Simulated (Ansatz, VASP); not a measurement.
# Si5N: VASP beside Ansatz

File INCAR:

```
ALGO     = Normal         # electronic algorithm
EDIFF    = 1E-7           # SCF threshold, eV
EDIFFG   = -0.04          # ionic threshold
ENCUT    = 600            # plane-wave cutoff, eV
GGA      = PE             # functional
IBRION   = 2              # ionic algorithm
ISIF     = 3              # what is computed and relaxed
ISMEAR   = 0              # smearing method
LASPH    = T              # aspherical terms in the spheres
LCHARG   = F              # write CHGCAR
LREAL    = F              # projectors in reciprocal space
LWAVE    = F              # write WAVECAR
NELM     = 100            # most SCF steps
NSW      = 90             # ionic steps
PREC     = Accurate       # precision mode
SIGMA    = 0.1            # smearing width, eV
```

Contents of KPOINTS:

```
k-points
0
Gamma
  4 4 4
```

File POSCAR:

```
Si5N
1.0
    0.0000000000      3.4506320000      3.4506320000
    3.4506320000      0.0000000000      3.4506320000
    3.4506320000      3.4506320000      0.0000000000
Si N
5 1
Direct
    0.6539812300      0.6539812300      0.6539812300
    0.6539812300      0.6539812300      0.0380563000
    0.6539812300      0.0380563000      0.6539812300
    0.0380563000      0.6539812300      0.6539812300
    0.0000000000      0.0000000000      0.0000000000
    0.5000000000      0.5000000000      0.5000000000
```

Input for Ansatz:

```yaml
crystal:
  lattice:
    - [0.0, 3.450632, 3.450632]
    - [3.450632, 0.0, 3.450632]
    - [3.450632, 3.450632, 0.0]
  atoms:
    - { symbol: Si, position: [0.65398123, 0.65398123, 0.65398123] }
    - { symbol: Si, position: [0.65398123, 0.65398123, 0.0380563] }
    - { symbol: Si, position: [0.65398123, 0.0380563, 0.65398123] }
    - { symbol: Si, position: [0.0380563, 0.65398123, 0.65398123] }
    - { symbol: Si, position: [0.0, 0.0, 0.0] }
    - { symbol: "N", position: [0.5, 0.5, 0.5] }
basis:
  ecutwfc: 420
kpoints:
  mp_grid: { grid: [4, 4, 4] }
hamiltonian:
  xc: pbe
scf:
  occupations: { method: gaussian, width: 0.1 }
  lower_state_search: "off"
output:
  forces: true
  stress: true
  eigenvalues: true
relax:
  adjacent_minimum: "off"
  f_tol: 0.04
  max_steps: 70
  cell: { stress_tol: 0.4 }
```

Alike in both runs: task relaxation of cell and atoms; functional PBE; k mesh 4 × 4 × 4; occupations gaussian, width 0.1 eV; no spin polarisation.

```csv
,VASP,Ansatz
version,VASP 6.6.1,Ansatz 0.2.0
potentials or method,"VASP PAW PBE potentials, release 64 (Si, N), cutoff 600 eV","scalar-relativistic, plane waves, PAW"
valence electrons in the cell,25,25
```

```tsv
	VASP	Ansatz	Ansatz less VASP
gap on the k mesh at the Fermi level, each at its own relaxed structure (eV)	none	none	-
relaxed volume (Å³/atom)	18.08	18.08	+0.003
relaxed cell length with the largest relative difference (Å)	5.353	5.353	+0.0003
```

A gap of «none» marks a metal or a gap that the smearing closes.

The k mesh is coarse, so the values compare programs but aren't converged. Noted on VASP's run: the volume moved by over 15 % at a fixed basis, so the end points are rough.
